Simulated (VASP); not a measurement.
# LiC3 in VASP: a series of runs

Runs on LiC3. Level: PBE. Tasks: single point, relaxation of cell and atoms.

All numbers are computed with VASP 6.6.1; they aren't measurements. Logs are shortened: lines on timing, memory, paths and dates and some standing lists are left out, and cuts for length are marked.

## Step 1: The cell of the first run

It takes space group P6/mmm (No. 191, hexagonal). Conventional cell: a = 4.396 Å, b = 4.396 Å, c = 3.578 Å, α = 90.00°, β = 90.00°, γ = 120.00°. Li (site symmetry -6m2) has 12 C at 2.31 Å and 3 Li at 2.54 Å within 3.1 Å. C (site symmetry m2m) has 3 C at 1.46 to 1.47 Å within 1.9 Å.

## Step 2: Single point, PBE

INCAR

```
SYSTEM = LiC3
  PREC = Accurate
  ENCUT = 520
  EDIFF = 1E-6
  ISMEAR = 0
  SIGMA = 0.1
  LREAL = .False.
  LASPH = .True.
  NELM = 80
  ALGO = Normal
  ISIF = 2
  LWAVE = .False.
  LCHARG = .False.
  GGA = PE
  NBANDS = 25
```

KPOINTS

```
Automatic mesh
0
Gamma
  6 6 8
  0 0 0
```

POSCAR

```
LiC3
1.0
    4.3962886014     -0.0000000030      0.0000000000
   -2.1981442981      3.8072976126      0.0000000000
    0.0000000000      0.0000000000      3.5784620339
Li C
2 6
Direct
    0.3333333333      0.6666666667      0.5000000000
    0.6666666667      0.3333333333      0.5000000000
    0.3323917238      0.3323917238      0.0000000000
    0.0000000000      0.6676082762      0.0000000000
    0.6676082762      0.0000000000      0.0000000000
    0.0000000000      0.3323917238      0.0000000000
    0.6676082762      0.6676082762      0.0000000000
    0.3323917238      0.0000000000      0.0000000000
```

Potentials or basis: VASP PAW PBE potentials, release 64 (Li_sv, C).

Launch:

```console
> cat potpaw_PBE.64/Li_sv/POTCAR potpaw_PBE.64/C/POTCAR > POTCAR
> mpirun -np 1 vasp_std > vasp.out
```

OUTCAR:

```text
SYSTEM = LiC3
   PREC = Accurate
   ENCUT = 520
   EDIFF = 1E-6
   ISMEAR = 0
   LREAL = .False.
   LASPH = .True.
   NELM = 80
   ISIF = 2
   GGA = PE

 ion  position               nearest neighbor table
   1  0.333  0.667  0.500-   8 2.31   8 2.31   4 2.31   4 2.31   6 2.31   6 2.31   5 2.31   5 2.31
                             3 2.31   3 2.31   7 2.31   7 2.31   2 2.54   2 2.54   2 2.54
   2  0.667  0.333  0.500-   5 2.31   5 2.31   6 2.31   6 2.31   4 2.31   4 2.31   8 2.31   8 2.31
                             7 2.31   7 2.31   3 2.31   3 2.31   1 2.54   1 2.54   1 2.54
   3  0.332  0.332  0.000-   8 1.46   6 1.46   7 1.47   1 2.31   1 2.31   2 2.31   2 2.31
   4  0.000  0.668  0.000-   8 1.46   7 1.46   6 1.47   1 2.31   1 2.31   2 2.31   2 2.31
   5  0.668  0.000  0.000-   7 1.46   6 1.46   8 1.47   2 2.31   2 2.31   1 2.31   1 2.31
   6  0.000  0.332  0.000-   5 1.46   3 1.46   4 1.47   2 2.31   2 2.31   1 2.31   1 2.31
   7  0.668  0.668  0.000-   5 1.46   4 1.46   3 1.47   2 2.31   2 2.31   1 2.31   1 2.31
   8  0.332  0.000  0.000-   3 1.46   4 1.46   5 1.47   1 2.31   1 2.31   2 2.31   2 2.31

  LATTYP: Found a hexagonal cell.
 ALAT       =     4.3962886014
 C/A-ratio  =     0.8139734122

  Lattice vectors:

 A1 = (   4.3962886014,  -0.0000000030,   0.0000000000)
 A2 = (  -2.1981442981,   3.8072976126,   0.0000000000)
 A3 = (   0.0000000000,   0.0000000000,   3.5784620339)

Analysis of symmetry for initial positions (statically):
=====================================================================
 Subroutine PRICEL returns:
 Original cell was already a primitive cell.

 Routine SETGRP: Setting up the symmetry group for a
 hexagonal supercell.

 Subroutine GETGRP returns: Found 24 space group operations
 (whereof 24 operations were pure point group operations)
 out of a pool of 24 trial point group operations.

The static configuration has the point symmetry D_6h.

Analysis of symmetry for dynamics (positions and initial velocities):
=====================================================================
 Subroutine PRICEL returns:
 Original cell was already a primitive cell.

 Routine SETGRP: Setting up the symmetry group for a
 hexagonal supercell.

 Subroutine GETGRP returns: Found 24 space group operations
 (whereof 24 operations were pure point group operations)
 out of a pool of 24 trial point group operations.

The dynamic configuration has the point symmetry D_6h.

 Subroutine INISYM returns: Found 24 space group operations
 (whereof 24 operations are pure point group operations),
 and found     1 'primitive' translations

----------------------------------------------------------------------------------------

                                     Primitive cell

  volume of cell :      59.8962

  direct lattice vectors                    reciprocal lattice vectors
     4.396288601 -0.000000003  0.000000000     0.227464594  0.131326744  0.000000000
    -2.198144298  3.807297613  0.000000000     0.000000000  0.262653489  0.000000000
     0.000000000  0.000000000  3.578462034     0.000000000  0.000000000  0.279449660

  length of vectors
     4.396288601  4.396288601  3.578462034     0.262653489  0.262653489  0.279449660

  position of ions in fractional coordinates (direct lattice)
     0.333333333  0.666666667  0.500000000
     0.666666667  0.333333333  0.500000000
     0.332391724  0.332391724  0.000000000
     0.000000000  0.667608276  0.000000000
     0.667608276  0.000000000  0.000000000
     0.000000000  0.332391724  0.000000000
     0.667608276  0.667608276  0.000000000
     0.332391724  0.000000000  0.000000000

  ion indices of the primitive-cell ions
   primitive index   ion index
                 1           1
                 2           2
                 3           3
                 4           4
                 5           5
                 6           6
                 7           7
                 8           8

----------------------------------------------------------------------------------------

 KPOINTS: Automatic mesh

Automatic generation of k-mesh.
 Grid dimensions read from file:
 generate k-points for:    6    6    8

 Generating k-lattice:

  Cartesian coordinates                     Fractional coordinates (reciprocal lattice)
     0.037910766  0.021887791  0.000000000     0.166666667  0.000000000  0.000000000
     0.000000000  0.043775581  0.000000000     0.000000000  0.166666667  0.000000000
     0.000000000  0.000000000  0.034931208     0.000000000  0.000000000  0.125000000

  Length of vectors
     0.043775581  0.043775581  0.034931208

  Shift w.r.t. Gamma in fractional coordinates (k-lattice)
     0.000000000  0.000000000  0.000000000

 Subroutine IBZKPT returns following result:
 ===========================================

 Found     35 irreducible k-points:

 Following reciprocal coordinates:
            Coordinates               Weight
  0.000000  0.000000  0.000000      1.000000
  0.166667 -0.000000  0.000000      6.000000
  0.333333 -0.000000  0.000000      6.000000
  0.500000  0.000000  0.000000      3.000000
  0.166667  0.166667  0.000000      6.000000
  0.333333  0.166667  0.000000     12.000000
[... 16 lines left out ...]
  0.166667 -0.000000  0.375000     12.000000
  0.333333 -0.000000  0.375000     12.000000
 [... further k-points ...]
   k-points           NKPTS =     35   k-points in BZ     NKDIM =     35   number of bands    NBANDS=     25
   number of dos      NEDOS =    301   number of ions     NIONS =      8
   total plane-waves  NPLWV =  36288
   dimension x,y,z NGX =    36 NGY =   36 NGZ =   28
   dimension x,y,z NGXF=    72 NGYF=   72 NGZF=   56
   ions per type =               2   6
   NGX,Y,Z   is equivalent  to a cutoff of  13.61, 13.61, 13.01 a.u.
   NGXF,Y,Z  is equivalent  to a cutoff of  27.23, 27.23, 26.02 a.u.
 SYSTEM =  LiC3
   PREC   = accura    normal or accurate (medium, high low for compatibility)
   ISTART =      0    job   : 0-new  1-cont  2-samecut
   ICHARG =      2    charge: 1-file 2-atom 10-const
   ISPIN  =      1    spin polarized calculation?
   LNONCOLLINEAR =      F non collinear calculations
   LSORBIT =      F    spin-orbit coupling
   LASPH  =      T    aspherical Exc in radial PAW
   ENCUT  =  520.0 eV  38.22 Ry    6.18 a.u.   8.17  8.17  6.65*2*pi/ulx,y,z
   NELM   =     80;   NELMIN=  2; NELMDL= -5     # of ELM steps
   EDIFF  = 0.1E-05   stopping-criterion for ELM
   LREAL  =      F    real-space projection
   EDIFFG = 0.1E-04   stopping-criterion for IOM
   NSW    =      0    number of steps for IOM
   IBRION =     -1    ionic relax: 0-MD 1-quasi-New 2-CG
   NFREE  =      0    steps in history (QN), initial steepest desc. (CG)
   ISIF   =      2    stress and relaxation
   ISYM   =      2    0-nonsym 1-usesym 2-fastsym
   POTIM  = 0.5000    time-step for ionic-motion
   TEBEG  =    0.0;   TEEND  =   0.0 temperature during run
   PSTRESS=    0.0 pullay stress
   NELECT =      30.0000    total number of electrons
   NUPDOWN=      -1.0000    fix difference up-down
   EMIN   =  10.00;   EMAX   =-10.00  energy-range for DOS
   EFERMI =   0.00;   METHOD = LEGACY
   ISMEAR =     0;   SIGMA  =   0.10  broadening in eV -4-tet -1-fermi 0-gaus
   EFERMI_NEDOS =   21; number of points for ismear=-14 and -15
   IALGO  =     38    algorithm
   IMIX   =      4    mixing-type and parameters
     AMIX     =   0.40;   BMIX     =  1.00
     AMIX_MAG =   1.60;   BMIX_MAG =  1.00
  volume/ion in A,a.u.               =       7.49        50.52
  Fermi-wavevector in a.u.,A,eV,Ry     =   1.300116  2.456863 22.997950  1.690302
  Thomas-Fermi vector in A             =   2.431336
   LORBIT       =      0    0 simple, 1 ext, 2 COOP (PROOUT), +10 PAW based schemes
   GGA     = PE    functional components
   LHFCALC =     F    Hartree Fock is set to
   AEXX    =    0.0000 exact exchange contribution
   IVDW    =     0    specifies the selected vdW correction
   LEPSILON=     F    determine dielectric tensor
   LRPA    =     F    only Hartree local field effects (RPA)
 non-spin polarized calculation
 Gauss-broadening in eV      SIGMA  =   0.10
  energy-cutoff  :      520.00
  volume of cell :       59.90
 maximum number of plane-waves:      1639
 NGX is ok and might be reduce to    36
   NGX = 17   NGY = 17   NGZ = 13

 number of electron      30.0000018 magnetization

 Free energy of the ion-electron system (eV)
  ---------------------------------------------------
  ext. energy  EPLUGINS =         0.00000000
  ---------------------------------------------------
  free energy    TOTEN  =       -58.64855731 eV

  energy without entropy =      -58.64376727  energy(sigma->0) =      -58.64616229

 E-fermi :   7.8311     XC(G=0): -10.9863

 val. band max:        7.7063980893   @ k =   0.1667  -0.0000   0.0000
 cond. band min:       7.8586111530   @ k =   0.3333   0.1667   0.2500
 fundamental gap:      0.1522130637
 Fermi energy:         7.8311293558

 k-point     1 :       0.0000    0.0000    0.0000
  band No.  band energies     occupation
      1     -40.0878      2.00000
      2     -40.0190      2.00000
      3     -13.0440      2.00000
      4      -6.6307      2.00000
      5      -6.6307      2.00000
      6      -6.3532      2.00000
[... 17 lines left out ...]
     24      15.0225      0.00000
     25      16.3904      0.00000

 k-point     2 :       0.1667   -0.0000    0.0000
  band No.  band energies     occupation
      1     -40.0836      2.00000
      2     -40.0230      2.00000
      3     -12.8371      2.00000
      4      -8.1086      2.00000
      5      -7.4353      2.00000
      6      -6.2740      2.00000
[... 17 lines left out ...]
     24      15.6158      0.00000
     25      15.8985      0.00000
[... 586 lines left out ...]
     24      16.5368      0.00000
     25      16.6810      0.00000

 k-point    24 :       0.3333   -0.0000    0.3750
  band No.  band energies     occupation
      1     -40.0709      2.00000
      2     -40.0317      2.00000
      3     -12.1309      2.00000
      4      -9.6758      2.00000
      5      -7.7960      2.00000
      6      -6.6197      2.00000
[... 17 lines left out ...]
     24      16.2321      0.00000
     25      17.0104      0.00000

 [... further k-points ...]

------------------------ aborting loop because EDIFF is reached ----------------------------------------

  FORCE on cell =-STRESS in cart. coord.  units (eV):
  Direction    XX          YY          ZZ          XY          YZ          ZX
  --------------------------------------------------------------------------------------
  -------------------------------------------------------------------------------------
  Total        0.1570432      0.1570432      0.0491624      0.0000000      0.0000000     -0.0000000
  in kB        4.2007828      4.2007828      1.3150553      0.0000000      0.0000000     -0.0000000
  external PRESSURE =       3.2388736 kB  Pullay stress =       0.0000000 kB

 VOLUME and BASIS-vectors are now :
 -----------------------------------------------------------------------------
  energy-cutoff  :      520.00
  volume of cell :       59.90
      direct lattice vectors                 reciprocal lattice vectors
     4.396288601 -0.000000003  0.000000000     0.227464594  0.131326744  0.000000000
    -2.198144298  3.807297613  0.000000000     0.000000000  0.262653489  0.000000000
     0.000000000  0.000000000  3.578462034     0.000000000  0.000000000  0.279449660

 POSITION                                       TOTAL-FORCE (eV/Angst)
 -----------------------------------------------------------------------------------
      0.00000      2.53820      1.78923        -0.000000      0.000000      0.000000
      2.19814      1.26910      1.78923         0.000000      0.000000      0.000000
      0.73064      1.26551      0.00000        -0.000636     -0.001102     -0.000000
     -1.46750      2.54178      0.00000        -0.000636      0.001102      0.000000
      2.93500     -0.00000      0.00000         0.001272     -0.000000      0.000000
     -0.73064      1.26551      0.00000         0.000636     -0.001102      0.000000
      1.46750      2.54178      0.00000         0.000636      0.001102     -0.000000
      1.46129     -0.00000      0.00000        -0.001272      0.000000     -0.000000
 -----------------------------------------------------------------------------------
    total drift:                                0.000000      0.000000     -0.000000

  FREE ENERGIE OF THE ION-ELECTRON SYSTEM (eV)
  ---------------------------------------------------
  free  energy   TOTEN  =       -58.6485573075 eV

  energy  without entropy=      -58.6437672689  energy(sigma->0) =      -58.64616229
```

Wall time 26 s (1 thread of Intel Xeon 6975P-C (Granite Rapids), shared host); peak memory 0.18 GiB.

Results:

* Free energy: -58.6486 eV
* Band gap on the k mesh: zero (band 15 reaches 10.31 eV, above the bottom of band 16 at 4.70 eV)

Caveat: the cutoff is under 1.25 times the usual one of these potentials, so pressure, stress and relaxed cells hold a basis-set (Pulay) error.

(Part 1 of 2 ends here.)
